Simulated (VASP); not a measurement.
Write the native input for VASP 6.6.1 that does the following.

| Item | Value |
| --- | --- |
| Task | single point |
| Functional | PBEsol |
| Potentials or basis | VASP PAW PBE potentials, release 64 (Cu, Au) |
| Cutoff | 520 eV |
| k mesh | 18 × 18 × 14 |
| Occupations | gaussian, width 0.15 eV |
| Spin | no spin polarisation |
| Dipole correction | no |
| Further INCAR settings | ALGO = Fast; EDIFF = 1e-06; NBANDS = 18 |

The structure of CuAu lies in POSCAR:

```
CuAu
1.0
    2.8840000000      0.0000000000      0.0000000000
    0.0000000000      2.8840000000      0.0000000000
    0.0000000000      0.0000000000      3.7250500000
Cu Au
1 1
Direct
    0.5000000000      0.5000000000      0.5000000000
    0.0000000000      0.0000000000      0.0000000000
```

This cell differs from its parent crystal: strain +0.030 along x and y, +0.015 along z.

One way to write it, as run:

INCAR

```
SYSTEM = CuAu
ALGO = Fast
EDIFF = 1E-6
ENCUT = 520
GGA = PS
ISIF = 2
ISMEAR = 0
LASPH = .True.
LCHARG = .False.
LREAL = .False.
LWAVE = .False.
NBANDS = 18
NELM = 80
PREC = Accurate
SIGMA = 0.15
```

KPOINTS

```
k-points
0
Gamma
  18 18 14
  0 0 0
```

Potentials or basis: VASP PAW PBE potentials, release 64 (Cu, Au).

Run with:

```bash
$ cat potpaw_PBE.64/Cu/POTCAR potpaw_PBE.64/Au/POTCAR > POTCAR
$ mpirun -np 1 vasp_std > vasp.out
```

Results of the run:

```json
{
  "Pressure": "-11.7 GPa",
  "Band gap on the k mesh": "zero (band 11 reaches 12.66 eV, above the bottom of band 12 at 5.78 eV)"
}
```

Caveat: the cell differs from its parent crystal (strain +0.030 along x and y, +0.015 along z); the PAW data sets were made with another functional, which shifts forces and pressure a little; spin-orbit coupling is left out, which moves the levels of the heavy elements.

Wall time 97 s on 1 thread of Intel(R) Xeon(R) 6975P-C (Granite Rapids), on a shared host, peak memory 0.35 GiB.
